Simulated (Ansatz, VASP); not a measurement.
**Two plane-wave programs on Ti**

```
Ti
1.0
    -1.62813    1.62813    1.62813
     1.62813   -1.62813    1.62813
     1.62813    1.62813   -1.62813
Ti
1
Direct
  0.00000 0.00000 0.00000
```

Alike in both runs: task single point; functional r2SCAN; k mesh 15 × 15 × 15; occupations fermi-dirac, width 0.1 eV; no spin polarisation.

|  | VASP | Ansatz |
| --- | --- | --- |
| version | VASP 6.6.1 | Ansatz 0.2.0 |
| potentials or method | VASP PAW PBE potentials, release 64 (Ti_sv), cutoff 520 eV | plane waves (500 eV) with PAW, scalar-relativistic |
| valence electrons in the cell | 12 | 12 |

Ansatz gave:

* pressure (GPa): 0.0

Task: What did VASP give for the same quantities?

Result: Pressure (GPa): 0.3.

VASP's potentials were made for PBE, not for r2SCAN. With one functional, cell and mesh, what is left measures potentials, basis and numerics.
